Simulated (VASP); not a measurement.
Input of a VASP 6.6.1 run:

Contents of INCAR:

```
ALGO = Normal
EDIFF = 1E-7
ENCUT = 520
GGA = PS
ISIF = 2
ISMEAR = 0
LASPH = T
LCHARG = F
LREAL = F
LWAVE = F
NBANDS = 16
NELM = 80
PREC = Accurate
SIGMA = 0.05
```

KPOINTS

```
k-points
0
Gamma
  10 10 10
```

The input POSCAR:

```
HgSb
1.0
    0.0000000000      3.2436414605      3.2436414605
    3.2436414605      0.0000000000      3.2436414605
    3.2436414605      3.2436414605      0.0000000000
Hg Sb
1 1
Direct
    0.0000000000      0.0000000000      0.0000000000
    0.2500000000      0.2500000000      0.2500000000
```

Potentials or basis: VASP PAW PBE potentials, release 64 (Hg, Sb).

Command:

```sh
$ cat potpaw_PBE.64/Hg/POTCAR potpaw_PBE.64/Sb/POTCAR > POTCAR
$ mpirun -np 1 vasp_std > vasp.out
```

Estimate the band gap on the k mesh.

zero (an odd number of electrons rules out a gap without spin polarisation).

Estimate the pressure.

-1.6 GPa.

Caveat: the PAW data sets were made with another functional, which shifts forces and pressure a little; spin-orbit coupling is left out, which moves the levels of the heavy elements.
